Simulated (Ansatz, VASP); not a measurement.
## BeGeSb2: VASP beside Ansatz

```
Be Sb Ge
1.0
     4.12162    0.00000    0.00000
     0.00000    4.12162    0.00000
     0.00000    0.00000    5.74632
Be Sb Ge
1 2 1
Direct
  0.00000 0.00000 0.00000
  0.00000 0.50000 0.21654
  0.50000 0.00000 0.78346
  0.50000 0.50000 0.50000
```

Alike in both runs: task single point; functional PBE; k mesh 6 × 6 × 4; occupations fermi-dirac, width 0.02 eV; no spin polarisation.

|  | VASP | Ansatz |
| --- | --- | --- |
| version | VASP 6.6.1 | Ansatz 0.2.0 |
| potentials or method | VASP PAW PBE potentials, release 64 (Be, Sb, Ge_d) | plane waves, PAW |
| plane-wave cutoff (eV) | 520 | 420 |
| valence electrons in the cell | 26 | 46 |

```tsv
	VASP	Ansatz	Ansatz less VASP
pressure (GPa)	4.0	3.8	-0.19
rms of the force components (eV/Å)	0.045	0.042	-0.0028
```

With one functional, cell and mesh, what is left measures potentials, basis and numerics. VASP's potentials hold 26 valence electrons a cell and Ansatz's 46, so a difference there can come from the potentials and not from the codes.

Neither program's run includes spin-orbit coupling.
